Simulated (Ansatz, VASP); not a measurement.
# Two plane-wave programs on Pd

File INCAR:

```
SYSTEM = Pd
  PREC = Accurate
  ENCUT = 520
  EDIFF = 1E-6
  ISMEAR = -1
  SIGMA = 0.05
  LREAL = .False.
  LASPH = .True.
  NELM = 60
  ALGO = Normal
  ISIF = 2
  LWAVE = .False.
  LCHARG = .False.
  GGA = PS
  NBANDS = 11
```

Contents of KPOINTS:

```
Automatic mesh
0
Gamma
  19 19 19
  0 0 0
```

POSCAR

```
Pd
1.0
    0.0000000000      1.7371890226      1.7371890226
    1.7371890226      0.0000000000      1.7371890226
    1.7371890226      1.7371890226      0.0000000000
Pd
1
Direct
    0.0000000000      0.0000000000      0.0000000000
```

Input for Ansatz:

```yaml
crystal:
  lattice:
    - [0.0, 1.7371890226, 1.7371890226]
    - [1.7371890226, 0.0, 1.7371890226]
    - [1.7371890226, 1.7371890226, 0.0]
  atoms:
    - { symbol: Pd, position: [0.0, 0.0, 0.0] }
kpoints:
  mp_grid: { grid: [19, 19, 19] }
scf:
  occupations: { method: fermi_dirac, width: 0.05 }
hamiltonian:
  xc: pbesol
  pseudopotentials: { kind: paw }
output:
  forces: true
  stress: true
  eigenvalues: true
  populations: true
```

Change from the starting cell: volume scaled by 0.72, PAW files.

Alike in both runs: task single point; functional PBEsol; k mesh 19 × 19 × 19; occupations fermi-dirac, width 0.05 eV; no spin polarisation.

```csv
,VASP,Ansatz
version,VASP 6.6.1,Ansatz 0.2.0
potentials or method,"VASP PAW PBE potentials, release 64 (Pd)","PAW with Ansatz's default frozen-core files, scalar-relativistic"
plane-wave cutoff (eV),520,420
valence electrons in the cell,10,18
```

|  | VASP | Ansatz | Ansatz less VASP |
| --- | --- | --- | --- |
| pressure (GPa) | 159.4 | 159.5 | +0.11 |

VASP's potentials were made for PBE, not for PBEsol. Both programs put the cell under a high pressure, so it lies far from rest at this level. VASP's potentials hold 10 valence electrons a cell and Ansatz's 18, so a difference there can come from the potentials and not from the codes.

Noted on VASP's run: the cell as given lies far from equilibrium.
